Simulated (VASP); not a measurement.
# BaTe (Fm-3m) in VASP: single point with PBE

Aim: the single point of BaTe with PBE.

All numbers are computed with VASP 6.6.1; they aren't measurements. Logs are shortened: lines on timing, memory, paths and dates and some standing lists are left out, and cuts for length are marked.

### Step 1. The cell of the first run

Symmetry: Fm-3m, No. 225, cubic system. Conventional cell: a = 6.766 Å, b = 6.766 Å, c = 6.766 Å, α = 90.00°, β = 90.00°, γ = 90.00°. Ba (site symmetry m-3m) has 6 Te at 3.38 Å within 4.4 Å. Within 4.4 Å of Te (site symmetry m-3m) lie 6 Ba at 3.38 Å.

### Step 2. Single point, PBE

Input file INCAR:

```
SYSTEM = BaTe
PREC = Accurate
ENCUT = 520
EDIFF = 1E-6
ISMEAR = 0
SIGMA = 0.05
LREAL = .FALSE.
LASPH = .TRUE.
NELM = 100
ALGO = Normal
ISIF = 2
LWAVE = .FALSE.
LCHARG = .FALSE.
GGA = PE
NBANDS = 15
```

Input file KPOINTS:

```
regular mesh
0
G
  8 8 8
  0 0 0
```

Input file POSCAR:

```
BaTe
1.0
    4.5108286749      1.1277071687      1.1277071687
    1.1277071687      4.5108286749      1.1277071687
    1.1277071687      1.1277071687      4.5108286749
Ba Te
1 1
Direct
    0.0000000000      0.0000000000      0.0000000000
    0.5000000000      0.5000000000      0.5000000000
```

Potentials or basis: VASP PAW PBE potentials, release 64 (Ba_sv, Te).

Command:

```bash
$ cat potpaw_PBE.64/Ba_sv/POTCAR potpaw_PBE.64/Te/POTCAR > POTCAR
$ mpirun -np 1 vasp_std > vasp.out
```

OUTCAR:

```text
SYSTEM = BaTe
   PREC = Accurate
   ENCUT = 520
   EDIFF = 1E-6
   ISMEAR = 0
   LREAL = .FALSE.
   LASPH = .TRUE.
   NELM = 100
   ISIF = 2
   GGA = PE

 ion  position               nearest neighbor table
   1  0.000  0.000  0.000-   2 3.38   2 3.38   2 3.38   2 3.38   2 3.38   2 3.38
   2  0.500  0.500  0.500-   1 3.38   1 3.38   1 3.38   1 3.38   1 3.38   1 3.38

  LATTYP: Found a face centered cubic cell.
 ALAT       =     6.7662430123

  Lattice vectors:

 A1 = (   4.5108286749,   1.1277071687,   1.1277071687)
 A2 = (   1.1277071687,   4.5108286749,   1.1277071687)
 A3 = (   1.1277071687,   1.1277071687,   4.5108286749)

Analysis of symmetry for initial positions (statically):
=====================================================================
 Subroutine PRICEL returns:
 Original cell was already a primitive cell.

 Routine SETGRP: Setting up the symmetry group for a
 face centered cubic supercell.

 Subroutine GETGRP returns: Found 48 space group operations
 (whereof 48 operations were pure point group operations)
 out of a pool of 48 trial point group operations.

The static configuration has the point symmetry O_h .

Analysis of symmetry for dynamics (positions and initial velocities):
=====================================================================
 Subroutine PRICEL returns:
 Original cell was already a primitive cell.

 Routine SETGRP: Setting up the symmetry group for a
 face centered cubic supercell.

 Subroutine GETGRP returns: Found 48 space group operations
 (whereof 48 operations were pure point group operations)
 out of a pool of 48 trial point group operations.

The dynamic configuration has the point symmetry O_h .

 Subroutine INISYM returns: Found 48 space group operations
 (whereof 48 operations are pure point group operations),
 and found     1 'primitive' translations

----------------------------------------------------------------------------------------

                                     Primitive cell

  volume of cell :      77.4431

  direct lattice vectors                    reciprocal lattice vectors
     4.510828675  1.127707169  1.127707169     0.246320841 -0.049264168 -0.049264168
     1.127707169  4.510828675  1.127707169    -0.049264168  0.246320841 -0.049264168
     1.127707169  1.127707169  4.510828675    -0.049264168 -0.049264168  0.246320841

  length of vectors
     4.784456317  4.784456317  4.784456317     0.255984127  0.255984127  0.255984127

  position of ions in fractional coordinates (direct lattice)
     0.000000000  0.000000000  0.000000000
     0.500000000  0.500000000  0.500000000

  ion indices of the primitive-cell ions
   primitive index   ion index
                 1           1
                 2           2

----------------------------------------------------------------------------------------
[... 87 lines left out ...]
   IALGO  =     38    algorithm
   IMIX   =      4    mixing-type and parameters
     AMIX     =   0.40;   BMIX     =  1.00
     AMIX_MAG =   1.60;   BMIX_MAG =  1.00
  volume/ion in A,a.u.               =      38.72       261.31
  Fermi-wavevector in a.u.,A,eV,Ry     =   0.967804  1.828884 12.743813  0.936644
  Thomas-Fermi vector in A             =   2.097720
   LORBIT       =      0    0 simple, 1 ext, 2 COOP (PROOUT), +10 PAW based schemes
   GGA     = PE    functional components
   LHFCALC =     F    Hartree Fock is set to
   AEXX    =    0.0000 exact exchange contribution
   IVDW    =     0    specifies the selected vdW correction
   LEPSILON=     F    determine dielectric tensor
   LRPA    =     F    only Hartree local field effects (RPA)
 non-spin polarized calculation
 Gauss-broadening in eV      SIGMA  =   0.05
  energy-cutoff  :      520.00
  volume of cell :       77.44
 maximum number of plane-waves:      2120
   NGX = 17   NGY = 17   NGZ = 17

 number of electron      16.0000000 magnetization

 Free energy of the ion-electron system (eV)
  ---------------------------------------------------
  ext. energy  EPLUGINS =         0.00000000
  ---------------------------------------------------
  free energy    TOTEN  =        -8.45701489 eV

  energy without entropy =       -8.45701489  energy(sigma->0) =       -8.45701489

 E-fermi :   3.1708     XC(G=0):  -8.6629

 val. band max:        2.9634778630   @ k =   0.0000   0.0000   0.0000
 cond. band min:       4.2269026093   @ k =   0.5000   0.5000  -0.0000
 fundamental gap:      1.2634247463
 Fermi energy:         3.1708354901

 k-point     1 :       0.0000    0.0000    0.0000
  band No.  band energies     occupation
      1     -23.8138      2.00000
      2      -8.9929      2.00000
      3      -8.9929      2.00000
      4      -8.9929      2.00000
      5      -6.8239      2.00000
      6       2.9635      2.00000
      7       2.9635      2.00000
      8       2.9635      2.00000
      9       5.8009      0.00000
     10       5.8009      0.00000
     11       5.8009      0.00000
     12       6.2926      0.00000
     13       6.5329      0.00000
     14       6.5329      0.00000
[... 401 lines left out ...]
      2      -9.5204      2.00000
      3      -9.1138      2.00000
      4      -9.0506      2.00000
      5      -6.0051      2.00000
      6       0.9131      2.00000
      7       1.7878      2.00000
      8       1.7962      2.00000
      9       6.6979      0.00000
     10       6.9998      0.00000
     11       8.4271      0.00000
     12       8.8106      0.00000
     13       9.3692      0.00000
     14      10.2038      0.00000
     15      11.4331      0.00000

 [... further k-points ...]

------------------------ aborting loop because EDIFF is reached ----------------------------------------

  FORCE on cell =-STRESS in cart. coord.  units (eV):
  Direction    XX          YY          ZZ          XY          YZ          ZX
  --------------------------------------------------------------------------------------
  -------------------------------------------------------------------------------------
  Total        2.6018385      2.6018385      2.6018385     -0.0000000     -0.0000000     -0.0000000
  in kB       53.8279866     53.8279866     53.8279866     -0.0000000     -0.0000000     -0.0000000
  external PRESSURE =      53.8279866 kB  Pullay stress =       0.0000000 kB

 VOLUME and BASIS-vectors are now :
 -----------------------------------------------------------------------------
  energy-cutoff  :      520.00
  volume of cell :       77.44
      direct lattice vectors                 reciprocal lattice vectors
     4.510828675  1.127707169  1.127707169     0.246320841 -0.049264168 -0.049264168
     1.127707169  4.510828675  1.127707169    -0.049264168  0.246320841 -0.049264168
     1.127707169  1.127707169  4.510828675    -0.049264168 -0.049264168  0.246320841

 POSITION                                       TOTAL-FORCE (eV/Angst)
 -----------------------------------------------------------------------------------
      0.00000      0.00000      0.00000         0.000000     -0.000000      0.000000
      3.38312      3.38312      3.38312        -0.000000      0.000000     -0.000000
 -----------------------------------------------------------------------------------
    total drift:                                0.000000      0.000000      0.000000

  FREE ENERGIE OF THE ION-ELECTRON SYSTEM (eV)
  ---------------------------------------------------
  free  energy   TOTEN  =        -8.4570148851 eV

  energy  without entropy=       -8.4570148851  energy(sigma->0) =       -8.45701489
```

OSZICAR:

```text
N       E                     dE             d eps       ncg     rms          rms(c)
DAV:   1     0.884253178785E+02    0.88425E+02   -0.64224E+03   870   0.907E+02
DAV:   2    -0.301514769361E+01   -0.91440E+02   -0.82999E+02  1151   0.160E+02
DAV:   3    -0.841671439543E+01   -0.54016E+01   -0.53552E+01  1170   0.422E+01
DAV:   4    -0.853900824229E+01   -0.12229E+00   -0.12226E+00  1095   0.655E+00
DAV:   5    -0.854226319183E+01   -0.32549E-02   -0.32549E-02  1256   0.857E-01    0.435E+00
DAV:   6    -0.845199052059E+01    0.90273E-01   -0.99111E-02   996   0.165E+00    0.285E+00
DAV:   7    -0.845284509917E+01   -0.85458E-03   -0.95739E-02  1073   0.182E+00    0.780E-01
DAV:   8    -0.845643397074E+01   -0.35889E-02   -0.11123E-02   989   0.700E-01    0.209E-01
DAV:   9    -0.845682853580E+01   -0.39457E-03   -0.50291E-04  1143   0.164E-01    0.530E-02
DAV:  10    -0.845699071218E+01   -0.16218E-03   -0.14060E-04   996   0.832E-02    0.182E-02
DAV:  11    -0.845701628182E+01   -0.25570E-04   -0.49579E-05  1115   0.424E-02    0.185E-02
DAV:  12    -0.845701468107E+01    0.16007E-05   -0.62004E-06  1059   0.161E-02    0.589E-03
DAV:  13    -0.845701488514E+01   -0.20407E-06   -0.30767E-07   666   0.342E-03
   1 F= -.84570149E+01 E0= -.84570149E+01  d E =-.560880E-11
```

stdout:

```text
POSCAR found type information on POSCAR BaTe
 POSCAR found :  2 types and       2 ions
 scaLAPACK will be used
 LDA part: xc-table for (Slater+PW92), standard interpolation
 POSCAR, INCAR and KPOINTS ok, starting setup
 FFT: planning ... GRIDC
 FFT: planning ... GRID_SOFT
 FFT: planning ... GRID
 WAVECAR not read
 entering main loop
```

It took 24 s on 1 thread of Intel Xeon Platinum 8488C (Sapphire Rapids), shared host; peak memory 0.22 GiB.

Results:

- Free energy: -8.4570 eV
- Pressure: 5.4 GPa
- Band gap on the k mesh: 1.26 eV (least direct gap 1.64 eV)

Caveat: the cell stands under pressure; spin-orbit coupling is left out, which moves the levels of the heavy elements. A k mesh can miss the band edges.
